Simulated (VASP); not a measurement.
LaCu2:

```
La Cu
1.0
     4.34500    0.00000    0.00000
    -2.17250    3.76288    0.00000
     0.00000    0.00000    3.81900
La Cu
1 2
Cartesian
  0.0000 0.0000 0.0000
  0.0000 2.5086 1.9095
  2.1725 1.2543 1.9095
```

Base run:

| Property | Result |
| --- | --- |
| Program | VASP 6.6.1 |
| Functional | LDA |
| Potentials or basis | VASP PAW LDA potentials, release 64 (La, Cu) |
| Cutoff | 520 eV |
| k mesh | 6 × 6 × 6 |
| Occupations | methfessel-paxton, width 0.1 eV |
| Spin | no spin polarisation |

Its results: band gap on the k mesh zero (an odd number of electrons rules out a gap without spin polarisation); pressure -6.3 GPa.

Question: The run is repeated on the same cell with these changes: k mesh from 6 × 6 × 6 to 2 × 2 × 2. What comes out?

Answer: Band gap on the k mesh zero (an odd number of electrons rules out a gap without spin polarisation); pressure -6.7 GPa.

Caveats: some runs use coarse meshes; spin-orbit coupling is left out, which moves the levels of the heavy elements; the cell stands under tension (at least some runs).
